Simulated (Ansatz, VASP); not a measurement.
**Two plane-wave programs on Na**

```
Na
1.0
     0.00000    3.73607    3.73607
     3.73607    0.00000    3.73607
     3.73607    3.73607    0.00000
Na
2
Direct
  0.12500 0.12500 0.12500
  0.87500 0.87500 0.87500
```

Alike in both runs: task single point; functional LDA; k mesh 9 × 9 × 9; occupations fermi-dirac, width 0.1 eV; no spin polarisation.

```csv
,VASP,Ansatz
version,VASP 6.6.1,Ansatz 0.2.0
potentials or method,"VASP PAW LDA potentials, release 64 (Na_pv), cutoff 520 eV","plane waves (420 eV) with PAW, scalar-relativistic"
valence electrons in the cell,14,18
```

|  | VASP | Ansatz | Ansatz less VASP |
| --- | --- | --- | --- |
| pressure (GPa) | -0.2 | -0.2 | +0.01 |

Ansatz warns that its potentials were made for another functional, while VASP's fit it. LDA's correlation is that of Perdew and Zunger in VASP and of Perdew and Wang (1992) in Ansatz. VASP's potentials hold 14 valence electrons a cell and Ansatz's 18, so a difference there can come from the potentials and not from the codes.
